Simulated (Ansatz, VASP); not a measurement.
One calculation of Cu, two programs

```xyz
2
Lattice="2.7727 0.0000 0.0000 -1.3863 2.1829 0.0000 0.0000 0.0000 4.1165" Properties=species:S:1:pos:R:3 pbc="T T T"
Cu    0.0000    1.4553    1.0291
Cu    1.3863    0.7276    3.0874
```

Change from the starting cell: strain +0.1000 x Voigt [1, 0, 0, 0, 0, 0], atoms carried along.

Alike in both runs: task single point; functional PBEsol; k mesh 30 × 30 × 14; occupations gaussian, width 0.15 eV; no spin polarisation.

|  | VASP | Ansatz |
| --- | --- | --- |
| version | VASP 6.6.1 | Ansatz 0.2.0 |
| potentials or method | VASP PAW PBE potentials, release 64 (Cu), cutoff 520 eV | scalar-relativistic, plane waves, PAW |
| valence electrons in the cell | 22 | 38 |

```tsv
	VASP	Ansatz	Ansatz less VASP
gap on the k mesh at the Fermi level (eV)	none	none	-
pressure (GPa)	-11.0	-11.6	-0.59
traceless stress, the component that is largest in VASP (GPa)	-4.77	-4.78	-0.002
rms of the force components (eV/Å)	0.091	0.090	-0.0008
```

VASP's potentials were made for PBE, not for PBEsol. Atom by atom the forces differ by 0.001 eV/Å (rms over components). A gap of «none» marks a metal or a gap that the smearing closes. The functional is the same, so the differences come from potentials, cutoffs and numerics. VASP's potentials hold 22 valence electrons a cell and Ansatz's 38, so a difference there can come from the potentials and not from the codes.
